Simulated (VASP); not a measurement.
Crystal: Sr8ZrTi7O24.

```
Sr Ti Zr O
1.0
     7.84008    0.00000    0.00000
     0.00000    7.84008    0.00000
     0.00000    0.00000    7.84008
Sr Ti Zr O
8 7 1 24
Direct
  0.00074 0.00161 0.99763
  0.99883 0.00082 0.50102
  0.99986 0.50031 0.99955
  0.99821 0.50072 0.49680
  0.49937 0.99664 0.99657
  0.49612 0.00202 0.49723
  0.49843 0.50173 0.99662
  0.50350 0.49657 0.49976
  0.24927 0.24783 0.25698
  0.24806 0.24846 0.75413
  0.24830 0.74792 0.25071
  0.74921 0.25328 0.24784
  0.75429 0.25007 0.75018
  0.74788 0.74852 0.25260
  0.75082 0.74899 0.74753
  0.25031 0.75040 0.74496
  0.25473 0.24949 0.99555
  0.24764 0.25128 0.50380
  0.24578 0.74919 0.00106
  0.25354 0.74863 0.49867
  0.74896 0.24943 0.99975
  0.74869 0.24951 0.50069
  0.74911 0.74762 0.00606
  0.75126 0.75262 0.50572
  0.00153 0.25177 0.24821
  0.99765 0.24565 0.74861
  0.00200 0.75081 0.25093
  0.99918 0.74989 0.75117
  0.50291 0.25360 0.25147
  0.49832 0.24982 0.74885
  0.49906 0.74906 0.25137
  0.49906 0.74477 0.75201
  0.24972 0.99716 0.25108
  0.24716 0.00244 0.74888
  0.25262 0.49849 0.24963
  0.24859 0.49970 0.75196
  0.75275 0.00148 0.25067
  0.75565 0.00204 0.74587
  0.75108 0.49480 0.24798
  0.75170 0.50001 0.75066
```

* Program: VASP 6.6.1
* Task: relaxation of volume and atoms at fixed shape
* Functional: PBEsol
* Potentials or basis: VASP PAW PBE potentials, release 64 (Sr_sv, Ti_sv, Zr_sv, O)
* Cutoff: 600 eV
* k mesh: 1 × 1 × 1, shifted
* Occupations: fermi-dirac, width 0.05 eV
* Spin: no spin polarisation

At the start: pressure 1.5 GPa; volume 12.05 Å³/atom.

Task: Where does the relaxation end?

Result: Over 18 steps the energy falls by 19.9 meV/atom and the volume is 12.11 Å³/atom (+0.5 %); space group P2 (No. 3, to 0.1 Å) before, Pm-3m (No. 221, to 0.1 Å).

Step by step:
| step | energy change (eV) | largest force (eV/Å) | pressure (GPa) | volume (Å³) |
| --- | --- | --- | --- | --- |
| 1 | 0.0000 | 3.2133 | 1.52 | 481.91 |
| 2 | 0.0776 | 3.4746 | -1.58 | 489.94 |
| 3 | -0.6443 | 0.4946 | -0.51 | 485.73 |
| 4 | -0.7358 | 0.3772 | 0.18 | 483.76 |
| 5 | -0.7431 | 0.3870 | 0.46 | 483.02 |
| 6 | -0.7810 | 0.1923 | -0.04 | 484.35 |
| 7 | -0.7810 | 0.1902 | -0.04 | 484.34 |
| 8 | -0.7873 | 0.1096 | -0.04 | 484.34 |
| 9 | -0.7873 | 0.1205 | -0.03 | 484.34 |
| 10 | -0.7907 | 0.0771 | 0.04 | 484.17 |
| 11 | -0.7908 | 0.0912 | 0.04 | 484.15 |
| 12 | -0.7921 | 0.0554 | -0.02 | 484.32 |
| 13 | -0.7921 | 0.0626 | -0.04 | 484.35 |
| 14 | -0.7930 | 0.0411 | -0.01 | 484.25 |
| 15 | -0.7932 | 0.0769 | 0.01 | 484.19 |
| 16 | -0.7938 | 0.0310 | 0.01 | 484.17 |
| 17 | -0.7938 | 0.0376 | 0.01 | 484.17 |
| 18 | -0.7942 | 0.0268 | -0.01 | 484.22 |

Final structure:
```
CELL_PARAMETERS angstrom
7.85261 0.00000 0.00000
0.00000 7.85261 0.00000
0.00000 0.00000 7.85261
ATOMIC_POSITIONS crystal
Sr 0.99611 0.00290 0.00332
Sr 0.99666 0.00333 0.49662
Sr 0.99604 0.49631 0.00290
Sr 0.99651 0.49605 0.49695
Sr 0.50318 0.00294 0.00358
Sr 0.50284 0.00315 0.49650
Sr 0.50338 0.49644 0.00349
Sr 0.50267 0.49653 0.49639
Ti 0.24970 0.24922 0.25155
Ti 0.25066 0.24952 0.75203
Ti 0.24799 0.74915 0.25005
Ti 0.74980 0.24976 0.24975
Ti 0.75028 0.25040 0.74969
Ti 0.74840 0.74979 0.24788
Ti 0.74988 0.75058 0.74750
Zr 0.25003 0.74962 0.75014
O 0.25179 0.24816 0.00042
O 0.24869 0.25117 0.49791
O 0.24960 0.75185 0.00893
O 0.25327 0.74827 0.49121
O 0.74870 0.24942 0.00097
O 0.75185 0.24955 0.49917
O 0.75255 0.74973 0.00222
O 0.74891 0.74939 0.49974
O 0.99942 0.24982 0.24831
O 0.99864 0.24835 0.75161
O 0.99965 0.74956 0.25237
O 0.99123 0.74987 0.75000
O 0.50119 0.24935 0.25111
O 0.50103 0.25026 0.74835
O 0.50214 0.75004 0.24908
O 0.50892 0.74788 0.75384
O 0.25011 0.00110 0.25094
O 0.25072 0.00850 0.74675
O 0.25069 0.49871 0.24791
O 0.24861 0.49078 0.75008
O 0.75066 0.00053 0.25061
O 0.74870 0.00042 0.75016
O 0.75014 0.49879 0.25028
O 0.75052 0.49793 0.75046
```

Caveat: the PAW data sets were made with another functional, which shifts forces and pressure a little.
